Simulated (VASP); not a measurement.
A run of VASP 6.6.1:

The input INCAR:

```
PREC = Accurate
ENCUT = 520
EDIFF = 1E-6
ISMEAR = 0
SIGMA = 0.1
LREAL = F
LASPH = T
NELM = 60
ALGO = Normal
ISIF = 2
LWAVE = F
LCHARG = F
GGA = PE
NBANDS = 25
```

Contents of KPOINTS:

```
Automatic mesh
0
Gamma
  4 4 4
```

The input POSCAR:

```
BaSrAl4
1.0
    0.0000000000      4.1058064400      4.1058064400
    4.1058064400      0.0000000000      4.1058064400
    4.1058064400      4.1058064400      0.0000000000
Ba Sr Al
1 1 4
Direct
    0.7500000000      0.7500000000      0.7500000000
    0.0000000000      0.0000000000      0.0000000000
    0.8746979800      0.3751006700      0.3751006700
    0.3751006700      0.3751006700      0.3751006700
    0.3751006700      0.8746979800      0.3751006700
    0.3751006700      0.3751006700      0.8746979800
```

Potentials or basis: VASP PAW PBE potentials, release 64 (Ba_sv, Sr_sv, Al).

The run is started by

```console
$ cat potpaw_PBE.64/Ba_sv/POTCAR potpaw_PBE.64/Sr_sv/POTCAR potpaw_PBE.64/Al/POTCAR > POTCAR
$ mpirun -np 1 vasp_std > vasp.out
```

Hardware: 1 thread of Intel Xeon 6975P-C, with other jobs on the host.

Task: How long does it take, and how much memory?

Result: Wall time 31 s on 1 thread of Intel Xeon 6975P-C, on a shared host, peak memory 0.32 GiB. Counts: scf iterations 12, k points 8.
